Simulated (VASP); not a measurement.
# Pd (I4/mmm) in VASP: notebook

The runs below take Pd through single point, with PBEsol.

All numbers are computed with VASP 6.6.1; they aren't measurements. Logs are shortened: lines on timing, memory, paths and dates and some standing lists are left out, and cuts for length are marked.

### 1 The cell of the first run

Symmetry: I4/mmm, No. 139, tetragonal system. Conventional cell: a = 2.751 Å, b = 2.751 Å, c = 4.065 Å, α = 90.00°, β = 90.00°, γ = 90.00°. Within 3.6 Å of Pd (site symmetry 4/mmm) lie 12 Pd at 2.75 to 2.81 Å.

### 2 Single point, PBEsol (strain +0.0450 x Voigt [0, 0, 1, 0, 0, 0])

Input file INCAR:

```
SYSTEM = Pd
PREC     = Accurate       ! precision mode
ENCUT    = 520            ! plane-wave cutoff, eV
EDIFF    = 1E-6           ! SCF threshold, eV
ISMEAR   = 0              ! smearing method
SIGMA    = 0.15           ! smearing width, eV
LREAL    = .FALSE.        ! projectors in reciprocal space
LASPH    = .TRUE.         ! aspherical terms in the spheres
NELM     = 60             ! most SCF steps
ALGO     = Fast           ! electronic algorithm
ISIF     = 2              ! what is computed and relaxed
LWAVE    = .FALSE.        ! write WAVECAR
LCHARG   = .TRUE.         ! write CHGCAR
GGA      = PS             ! functional
LELF     = .TRUE.         ! ELF
LVHAR    = .TRUE.       
NBANDS   = 11             ! bands
```

Input file KPOINTS:

```
Automatic mesh
0
G
  20 20 20
  0 0 0
```

Input file POSCAR:

```
Pd
1.0
    0.0000000000      1.9449000000      2.0324205000
    1.9449000000      0.0000000000      2.0324205000
    1.9449000000      1.9449000000      0.0000000000
Pd
1
Direct
    0.0000000000      0.0000000000      0.0000000000
```

Potentials or basis: VASP PAW PBE potentials, release 64 (Pd).

The run is started by

```console
$ cat potpaw_PBE.64/Pd/POTCAR > POTCAR
$ mpirun -np 1 vasp_std > vasp.out
```

OUTCAR:

```text
SYSTEM = Pd
   PREC = Accurate
   ENCUT = 520
   EDIFF = 1E-6
   ISMEAR = 0
   LREAL = .FALSE.
   LASPH = .TRUE.
   NELM = 60
   ISIF = 2
   GGA = PS

 ion  position               nearest neighbor table
   1  0.000  0.000  0.000-

  LATTYP: Found a body centered tetragonal cell.
 ALAT       =     2.7505039575
 C/A-ratio  =     1.4778531727

  Lattice vectors:

 A1 = (  -1.9449000000,   0.0000000000,   2.0324205000)
 A2 = (   1.9449000000,   0.0000000000,   2.0324205000)
 A3 = (   0.0000000000,   1.9449000000,  -2.0324205000)

Analysis of symmetry for initial positions (statically):
=====================================================================
 Subroutine PRICEL returns:
 Original cell was already a primitive cell.

 Routine SETGRP: Setting up the symmetry group for a
 body centered tetragonal supercell.

 Subroutine GETGRP returns: Found 16 space group operations
 (whereof 16 operations were pure point group operations)
 out of a pool of 16 trial point group operations.

The static configuration has the point symmetry D_4h.

Analysis of symmetry for dynamics (positions and initial velocities):
=====================================================================
 Subroutine PRICEL returns:
 Original cell was already a primitive cell.

 Routine SETGRP: Setting up the symmetry group for a
 body centered tetragonal supercell.

 Subroutine GETGRP returns: Found 16 space group operations
 (whereof 16 operations were pure point group operations)
 out of a pool of 16 trial point group operations.

The dynamic configuration has the point symmetry D_4h.

 Subroutine INISYM returns: Found 16 space group operations
 (whereof 16 operations are pure point group operations),
 and found     1 'primitive' translations

----------------------------------------------------------------------------------------

                                     Primitive cell

  volume of cell :      15.3758

  direct lattice vectors                    reciprocal lattice vectors
     0.000000000  1.944900000  2.032420500    -0.257082626  0.257082626  0.246012083
     1.944900000  0.000000000  2.032420500     0.257082626 -0.257082626  0.246012083
     1.944900000  1.944900000  0.000000000     0.257082626  0.257082626 -0.246012083

  length of vectors
     2.813071115  2.813071115  2.750503957     0.438981661  0.438981661  0.438981661

  position of ions in fractional coordinates (direct lattice)
     0.000000000  0.000000000  0.000000000

  ion indices of the primitive-cell ions
   primitive index   ion index
                 1           1

----------------------------------------------------------------------------------------

 KPOINTS: Automatic mesh

Automatic generation of k-mesh.
 Grid dimensions read from file:
 generate k-points for:   20   20   20

 Generating k-lattice:

  Cartesian coordinates                     Fractional coordinates (reciprocal lattice)
    -0.012854131  0.012854131  0.012300604     0.050000000  0.000000000  0.000000000
     0.012854131 -0.012854131  0.012300604     0.000000000  0.050000000  0.000000000
     0.012854131  0.012854131 -0.012300604     0.000000000  0.000000000  0.050000000

  Length of vectors
     0.021949083  0.021949083  0.021949083

  Shift w.r.t. Gamma in fractional coordinates (k-lattice)
     0.000000000  0.000000000  0.000000000

 Subroutine IBZKPT returns following result:
 ===========================================

 Found    641 irreducible k-points:

 Following reciprocal coordinates:
            Coordinates               Weight
  0.000000  0.000000  0.000000      1.000000
  0.050000 -0.000000  0.000000      8.000000
  0.100000 -0.000000  0.000000      8.000000
  0.150000 -0.000000  0.000000      8.000000
  0.200000 -0.000000  0.000000      8.000000
  0.250000 -0.000000  0.000000      8.000000
[... 16 lines left out ...]
 -0.400000  0.050000  0.000000      8.000000
 -0.350000  0.050000  0.000000      8.000000
 [... further k-points ...]
   k-points           NKPTS =    641   k-points in BZ     NKDIM =    641   number of bands    NBANDS=     11
   number of dos      NEDOS =    301   number of ions     NIONS =      1
   total plane-waves  NPLWV =  11520
   dimension x,y,z NGX =    24 NGY =   24 NGZ =   20
   dimension x,y,z NGXF=    48 NGYF=   48 NGZF=   40
   ions per type =               1
   NGX,Y,Z   is equivalent  to a cutoff of  14.18, 14.18, 12.09 a.u.
   NGXF,Y,Z  is equivalent  to a cutoff of  28.37, 28.37, 24.18 a.u.
 SYSTEM =  Pd
   PREC   = accura    normal or accurate (medium, high low for compatibility)
   ISTART =      0    job   : 0-new  1-cont  2-samecut
   ICHARG =      2    charge: 1-file 2-atom 10-const
   ISPIN  =      1    spin polarized calculation?
   LNONCOLLINEAR =      F non collinear calculations
   LSORBIT =      F    spin-orbit coupling
   LASPH  =      T    aspherical Exc in radial PAW
   ENCUT  =  520.0 eV  38.22 Ry    6.18 a.u.   5.23  5.23  5.11*2*pi/ulx,y,z
   NELM   =     60;   NELMIN=  2; NELMDL= -5     # of ELM steps
   EDIFF  = 0.1E-05   stopping-criterion for ELM
   LREAL  =      F    real-space projection
   EDIFFG = 0.1E-04   stopping-criterion for IOM
   NSW    =      0    number of steps for IOM
   IBRION =     -1    ionic relax: 0-MD 1-quasi-New 2-CG
   NFREE  =      0    steps in history (QN), initial steepest desc. (CG)
   ISIF   =      2    stress and relaxation
   ISYM   =      2    0-nonsym 1-usesym 2-fastsym
   POTIM  = 0.5000    time-step for ionic-motion
   TEBEG  =    0.0;   TEEND  =   0.0 temperature during run
   PSTRESS=    0.0 pullay stress
   NELECT =      10.0000    total number of electrons
   NUPDOWN=      -1.0000    fix difference up-down
   EMIN   =  10.00;   EMAX   =-10.00  energy-range for DOS
   EFERMI =   0.00;   METHOD = LEGACY
   ISMEAR =     0;   SIGMA  =   0.15  broadening in eV -4-tet -1-fermi 0-gaus
   EFERMI_NEDOS =   21; number of points for ismear=-14 and -15
   IALGO  =     68    algorithm
   IMIX   =      4    mixing-type and parameters
     AMIX     =   0.40;   BMIX     =  1.00
     AMIX_MAG =   1.60;   BMIX_MAG =  1.00
  volume/ion in A,a.u.               =      15.38       103.76
  Fermi-wavevector in a.u.,A,eV,Ry     =   1.418389  2.680367 27.372586  2.011828
  Thomas-Fermi vector in A             =   2.539520
   LORBIT       =      0    0 simple, 1 ext, 2 COOP (PROOUT), +10 PAW based schemes
   GGA     = PS    functional components
   LHFCALC =     F    Hartree Fock is set to
   AEXX    =    0.0000 exact exchange contribution
   IVDW    =     0    specifies the selected vdW correction
   LEPSILON=     F    determine dielectric tensor
   LRPA    =     F    only Hartree local field effects (RPA)
 non-spin polarized calculation
 RMM-DIIS sequential band-by-band and
 Gauss-broadening in eV      SIGMA  =   0.15
  energy-cutoff  :      520.00
  volume of cell :       15.38
 maximum number of plane-waves:       428
 NGX is ok and might be reduce to    24
   NGX = 11   NGY = 11   NGZ = 11

 number of electron      10.0000000 magnetization

 number of electron       9.9999999 magnetization

 Free energy of the ion-electron system (eV)
  ---------------------------------------------------
  ext. energy  EPLUGINS =         0.00000000
  ---------------------------------------------------
  free energy    TOTEN  =        -5.94245730 eV

  energy without entropy =       -5.91383066  energy(sigma->0) =       -5.92814398

 E-fermi :   8.9273     XC(G=0): -13.1239

 val. band max:        8.9271113839   @ k =   0.5000  -0.0000   0.4500
 cond. band min:       8.9277620509   @ k =  -0.4500   0.0500   0.1500
 fundamental gap:      0.0006506670
 Fermi energy:         8.9272642931

 k-point     1 :       0.0000    0.0000    0.0000
  band No.  band energies     occupation
      1       2.0140      2.00000
      2       5.9956      2.00000
      3       6.4028      2.00000
      4       6.4028      2.00000
      5       7.5672      2.00000
      6       7.9838      2.00000
      7      26.0649      0.00000
      8      29.9404      0.00000
      9      30.8856      0.00000
     10      30.8856      0.00000
     11      35.6432      0.00000

 k-point     2 :       0.0500   -0.0000    0.0000
  band No.  band energies     occupation
      1       2.1020      2.00000
      2       6.0089      2.00000
      3       6.3888      2.00000
      4       6.4326      2.00000
      5       7.5576      2.00000
      6       7.9649      2.00000
      7      26.1514      0.00000
      8      29.7089      0.00000
      9      30.5729      0.00000
     10      30.9790      0.00000
     11      36.0262      0.00000

 k-point     3 :       0.1000   -0.0000    0.0000
  band No.  band energies     occupation
      1       2.3590      2.00000
      2       6.0243      2.00000
      3       6.3718      2.00000
      4       6.5142      2.00000
      5       7.5412      2.00000
      6       7.9175      2.00000
      7      26.3457      0.00000
      8      28.5747      0.00000
      9      30.6402      0.00000
     10      31.2438      0.00000
     11      35.8654      0.00000

 k-point     4 :       0.1500   -0.0000    0.0000
  band No.  band energies     occupation
      1       2.7588      2.00000
      2       6.0064      2.00000
      3       6.3901      2.00000
      4       6.6214      2.00000
      5       7.5559      2.00000
      6       7.8713      2.00000
      7      26.1979      0.00000
      8      27.4105      0.00000
      9      31.0133      0.00000
     10      31.6279      0.00000
     11      34.7925      0.00000
[... 239 lines left out ...]
 k-point    22 :      -0.4500    0.0500    0.0000
  band No.  band energies     occupation
      1       3.9735      2.00000
      2       6.0194      2.00000
      3       6.4565      2.00000
      4       8.5175      1.99989
      5       8.7612      1.88264
      6      10.3226      0.00000
      7      16.1072      0.00000
      8      25.2973      0.00000
      9      28.7328      0.00000
     10      30.0961      0.00000
     11      35.2042      0.00000

 k-point    23 :      -0.4000    0.0500    0.0000
  band No.  band energies     occupation
      1       4.0078      2.00000
      2       6.0734      2.00000
      3       6.4941      2.00000
      4       8.2188      2.00000
      5       8.5934      1.99836
      6       9.7121      0.00000
      7      17.2081      0.00000
      8      25.4725      0.00000
      9      28.9079      0.00000
     10      30.7083      0.00000
     11      34.9469      0.00000

 k-point    24 :      -0.3500    0.0500    0.0000
  band No.  band energies     occupation
      1       4.0479      2.00000
      2       6.1534      2.00000
      3       6.5667      2.00000
      4       7.6006      2.00000
      5       8.3565      2.00000
      6       9.0923      0.11963
      7      18.7886      0.00000
      8      25.8011      0.00000
      9      29.3474      0.00000
     10      31.5879      0.00000
     11      34.4910      0.00000

 [... further k-points ...]
[... 5 lines left out ...]
  --------------------------------------------------------------------------------------
  -------------------------------------------------------------------------------------
  Total       -0.8553737     -0.8553737     -1.0939510      0.0000000      0.0000000     -0.0000000
  in kB      -89.1309156    -89.1309156   -113.9909412      0.0000000      0.0000000     -0.0000000
  external PRESSURE =     -97.4175908 kB  Pullay stress =       0.0000000 kB

 VOLUME and BASIS-vectors are now :
 -----------------------------------------------------------------------------
  energy-cutoff  :      520.00
  volume of cell :       15.38
      direct lattice vectors                 reciprocal lattice vectors
     0.000000000  1.944900000  2.032420500    -0.257082626  0.257082626  0.246012083
     1.944900000  0.000000000  2.032420500     0.257082626 -0.257082626  0.246012083
     1.944900000  1.944900000  0.000000000     0.257082626  0.257082626 -0.246012083

 POSITION                                       TOTAL-FORCE (eV/Angst)
 -----------------------------------------------------------------------------------
      0.00000      0.00000      0.00000        -0.000000      0.000000     -0.000000
 -----------------------------------------------------------------------------------
    total drift:                                0.000000      0.000000     -0.000000

  FREE ENERGIE OF THE ION-ELECTRON SYSTEM (eV)
  ---------------------------------------------------
  free  energy   TOTEN  =        -5.9424573044 eV

  energy  without entropy=       -5.9138306639  energy(sigma->0) =       -5.92814398
```

Wall time 2 min (1 thread of Intel Xeon 8259CL, shared host); peak memory 0.22 GiB.

Results:

| Quantity | Value |
| --- | --- |
| Free energy | -5.9425 eV |
| Pressure | -9.7 GPa |
| Band gap on the k mesh | zero (bands 5 and 6 overlap by 1.61 eV) |

Caveat: the cell differs from its parent crystal (strain +0.0450 x Voigt [0, 0, 1, 0, 0, 0]); the cell stands under tension; the PAW data sets were made with another functional, which shifts forces and pressure a little.

### 3 Single point, PBEsol (strain +0.0525 x Voigt [0, 0, 1, 0, 0, 0])

Input file INCAR:

```
SYSTEM = Pd
PREC = Accurate ; ENCUT = 520
EDIFF = 1E-7 ; ISMEAR = 0
SIGMA = 0.15 ; LREAL = .FALSE.
LASPH = .TRUE. ; NELM = 80
ALGO = Normal ; ISIF = 2
LWAVE = .FALSE. ; LCHARG = .TRUE.
GGA = PS ; LELF = .TRUE.
LVHAR = .TRUE. ; NBANDS = 11
```

Input file KPOINTS:

```
regular mesh
0
G
  20 20 20
  0 0 0
```

Input file POSCAR:

```
Pd
1.0
    0.0000000000      1.9449000000      2.0470072500
    1.9449000000      0.0000000000      2.0470072500
    1.9449000000      1.9449000000      0.0000000000
Pd
1
Direct
    0.0000000000      0.0000000000      0.0000000000
```

Potentials or basis: VASP PAW PBE potentials, release 64 (Pd).

The run is started by

```console
$ cat potpaw_PBE.64/Pd/POTCAR > POTCAR
$ mpirun -np 1 vasp_std > vasp.out
```

Wall time 1.9 min (1 thread of Intel Xeon 8259CL, shared host); peak memory 0.23 GiB.

Results (log left out):

```
Free energy            : -5.9342 eV
Pressure               : -10.8 GPa
Band gap on the k mesh : zero (bands 5 and 6 overlap by 1.61 eV)
```

Stress tensor (GPa, compression positive):
```
 -9.80   0.00   0.00
  0.00  -9.80   0.00
  0.00   0.00 -12.64
```

Levels at points of the mesh, in eV from the Fermi level:
| k point | band 1 | band 2 | band 3 | band 4 | band 5 | band 6 | band 7 | band 8 | band 9 | band 10 |
| --- | --- | --- | --- | --- | --- | --- | --- | --- | --- | --- |
| (0.00, 0.00, 0.00) | -6.86 | -2.94 | -2.47 | -2.47 | -1.38 | -0.90 | 17.14 | 20.88 | 21.96 | 21.96 |
| (0.50, 0.00, 0.00) | -4.96 | -2.88 | -2.46 | -0.11 | 0.07 | 1.04 | 6.91 | 16.33 | 20.13 | 21.11 |
| (0.50, 0.50, 0.00) | -5.02 | -4.77 | -0.02 | 0.25 | 0.25 | 2.65 | 9.35 | 13.49 | 13.49 | 21.36 |
| (0.50, 0.00, 0.50) | -5.02 | -4.73 | -0.06 | 0.10 | 0.43 | 3.60 | 10.67 | 12.45 | 12.68 | 20.55 |

Caveat: the cell differs from its parent crystal (strain +0.0525 x Voigt [0, 0, 1, 0, 0, 0]); the cell stands under tension; the PAW data sets were made with another functional, which shifts forces and pressure a little.

### 4 Single point, PBEsol (strain +0.0600 x Voigt [0, 0, 1, 0, 0, 0])

Input file INCAR:

```
SYSTEM = Pd
PREC = Accurate ; ENCUT = 520
EDIFF = 1E-6 ; ISMEAR = 0
SIGMA = 0.15 ; LREAL = .FALSE.
LASPH = .TRUE. ; NELM = 60
ALGO = Normal ; ISIF = 2
LWAVE = .FALSE. ; LCHARG = .FALSE.
GGA = PS ; NBANDS = 11
```

Input file KPOINTS:

```
Automatic mesh
0
G
  20 20 20
  0 0 0
```

Input file POSCAR:

```
Pd
1.0
    0.0000000000      1.9449000000      2.0615940000
    1.9449000000      0.0000000000      2.0615940000
    1.9449000000      1.9449000000      0.0000000000
Pd
1
Direct
    0.0000000000      0.0000000000      0.0000000000
```

The run is started by

```console
$ cat potpaw_PBE.64/Pd/POTCAR > POTCAR
$ mpirun -np 1 vasp_std > vasp.out
```

Wall time 90 s (1 thread of Intel Xeon 8259CL, shared host); peak memory 0.23 GiB.

The run converged. Its results:

```
Free energy            : -5.9252 eV
Pressure               : -11.7 GPa
Band gap on the k mesh : zero (bands 5 and 6 overlap by 1.63 eV)
```

Stress tensor (GPa, compression positive):
```
-10.62   0.00   0.00
  0.00 -10.62   0.00
  0.00   0.00 -13.80
```

Levels at points of the mesh, in eV from the Fermi level:
```tsv
k point	band 3	band 4	band 5	band 6	band 7	band 8
(0.00, 0.00, 0.00)	-2.41	-2.41	-1.40	-0.86	17.15	20.75
(0.50, 0.00, 0.00)	-2.40	-0.12	0.08	1.06	6.86	16.29
(0.50, 0.50, 0.00)	-0.02	0.24	0.24	2.57	9.17	13.54
(0.50, 0.00, 0.50)	-0.07	0.08	0.45	3.64	10.66	12.37
```

Caveat: the cell differs from its parent crystal (strain +0.0600 x Voigt [0, 0, 1, 0, 0, 0]); the cell stands under tension; the PAW data sets were made with another functional, which shifts forces and pressure a little.

### 5 Overview

| cell | gap on the mesh (eV) | pressure (GPa) |
| --- | --- | --- |
| a = 2.813, b = 2.813, c = 2.751 Å, angles 60.7, 60.7, 58.5°, 1 atom | none | -9.7 |
| a = 2.824, b = 2.824, c = 2.751 Å, angles 60.9, 60.9, 58.3°, 1 atom | none | -10.8 |
| a = 2.834, b = 2.834, c = 2.751 Å, angles 61.0, 61.0, 58.1°, 1 atom | none | -11.7 |

Alike in all rows: task single point; level PBEsol; potentials or basis VASP PAW PBE potentials, release 64 (Pd); no spin polarisation; k mesh 20 × 20 × 20; cutoff (eV) 520; smearing gaussian 0.15 eV.

Caveats: the cell stands under tension; the PAW data sets were made with another functional, which shifts forces and pressure a little.

Absolute energies hang on the potentials; compare differences alone.
